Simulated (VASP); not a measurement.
Input of a VASP 6.6.1 run:

Contents of INCAR:

```
PREC = Accurate ; ENCUT = 520
EDIFF = 1E-7 ; ISMEAR = 0
SIGMA = 0.05 ; LREAL = False
LASPH = True ; NELM = 150
ALGO = Normal ; ISIF = 2
LWAVE = False ; LCHARG = False
ISPIN = 2 ; MAGMOM = 0.5 0.5 0 0
LORBIT = 11 ; LMAXMIX = 6
LDAU = True ; LDAUTYPE = 2
LDAUL = 3 -1 ; LDAUU = 6 0
LDAUJ = 0 0 ; LDAUPRINT = 1
GGA = PE ; NBANDS = 35
```

KPOINTS

```
Automatic mesh
0
Gamma
  8 8 8
```

The input POSCAR:

```
GdN
1.0
    4.3247826489      0.0000000000      0.0000000000
    0.0000000000      4.3247826489      0.0000000000
    0.0000000000      0.0000000000      3.5938191369
Gd N
2 2
Direct
    0.5000000000      0.0000000000      0.2439616392
    0.0000000000      0.5000000000      0.7560383608
    0.0000000000      0.0000000000      0.0000000000
    0.5000000000      0.5000000000      0.0000000000
```

Potentials or basis: VASP PAW PBE potentials, release 64 (Gd, N).

Command:

```sh
$ cat potpaw_PBE.64/Gd/POTCAR potpaw_PBE.64/N/POTCAR > POTCAR
$ mpirun -np 1 vasp_std > vasp.out
```

Task: Estimate the band gap on the k mesh.

Result: 0.20 eV (least direct gap 0.49 eV).

Task: Estimate the pressure.

Result: -0.3 GPa.

Task: What does it give for the largest force?

Result: 0.019 eV/Å.

Eigenvalues of the final occupation matrices:
| site | spin | trace | eigenvalues |
| --- | --- | --- | --- |
| site 1 f | 1 | 5.96 | 0.01 0.99 0.99 0.99 0.99 0.99 0.99 |
| site 1 f | 2 | 1.04 | 0.00 0.01 0.01 0.01 0.01 0.02 0.98 |
| site 2 f | 1 | 5.96 | 0.01 0.99 0.99 0.99 0.99 0.99 0.99 |
| site 2 f | 2 | 1.04 | 0.00 0.01 0.01 0.01 0.01 0.02 0.98 |

Caveat: spin-orbit coupling is left out, which moves the levels of the heavy elements. The state reached can hang on the start; a lower one may exist.
